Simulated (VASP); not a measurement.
InSe, 4 atoms in the cell. It takes space group R3m (No. 160, trigonal). The conventional cell has a = 4.021 Å, b = 4.021 Å, c = 25.232 Å, α = 90.00°, β = 90.00°, γ = 120.00°. In (site symmetry 3m) has 3 Se at 2.64 Å and 1 In at 2.79 Å within 3.5 Å. In (site symmetry 3m) has 3 Se at 2.64 Å and 1 In at 2.79 Å within 3.5 Å. Se (site symmetry 3m) has 3 In at 2.64 Å within 3.5 Å. Within 3.5 Å of Se (site symmetry 3m) lie 3 In at 2.64 Å. 

- Program: VASP 6.6.1
- Task: single point
- Functional: PBE
- Potentials or basis: VASP PAW PBE potentials, release 64 (In_d, Se)
- Cutoff: 520 eV
- k mesh: 8 × 8 × 8
- Occupations: fermi-dirac, width 0.02 eV
- Spin: no spin polarisation
- Dipole correction: no
- Further INCAR settings: ALGO = Normal; EDIFF = 1e-06; NBANDS = 27

Potentials or basis: VASP PAW PBE potentials, release 64 (In_d, Se).

Command:

```bash
$ cat potpaw_PBE.64/In_d/POTCAR potpaw_PBE.64/Se/POTCAR > POTCAR
$ mpirun -np 1 vasp_std > vasp.out
```

Hardware: 1 thread of Intel(R) Xeon(R) 6975P-C (Granite Rapids) (shared host).

Task: Estimate the wall time of this run.

Result: Wall time 10 min on 1 thread of Intel(R) Xeon(R) 6975P-C (Granite Rapids) (shared host), peak memory 0.72 GiB. Counts: scf iterations 15, k points 65.
